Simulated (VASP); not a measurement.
Here is a VASP 6.6.1 calculation.

File POSCAR:

```
BN
1.0
    9.0000000000      0.0000000000      0.0000000000
    0.0000000000      9.3000000000      0.0000000000
    0.0000000000      0.0000000000      2.6069396257
B N
1 1
Direct
    0.5000000000      0.5000000000     -0.0175001303
    0.5000000000      0.5000000000      0.4825001303
```

INCAR.step1

```
ALGO = Normal
EDIFF = 1E-4
ENCUT = 520
GGA = PE
ISMEAR = 0
ISPIN = 2
LASPH = T
LCHARG = F
LREAL = F
LWAVE = T
MAGMOM = 0.5 0.5
NBANDS = 15
NELM = 150
PREC = Accurate
SIGMA = 0.05
```

Contents of INCAR.step2:

```
ALGO = Normal
EDIFF = 1E-6
ENCUT = 520
ISIF = 2
ISMEAR = 0
ISPIN = 2
ISTART = 1
LASPH = T
LCHARG = T
LELF = T
LMIXTAU = T
LORBIT = 11
LREAL = F
LVHAR = T
LWAVE = F
MAGMOM = 0.5 0.5
METAGGA = R2SCAN
NBANDS = 15
NELM = 150
PREC = Accurate
SIGMA = 0.05
```

File KPOINTS:

```
k-points
0
Gamma
  1 1 23
```

Potentials or basis: VASP PAW PBE potentials, release 64 (B, N).

The run is started by

```bash
$ cat potpaw_PBE.64/B/POTCAR potpaw_PBE.64/N/POTCAR > POTCAR
$ cp INCAR.step1 INCAR
$ mpirun -np 1 vasp_std > vasp.out
$ cp INCAR.step2 INCAR
$ mpirun -np 1 vasp_std > vasp.out
```

Estimate the band gap on the k mesh.

4.72 eV.

What does it give for the net moment?

0.00 μB per cell.
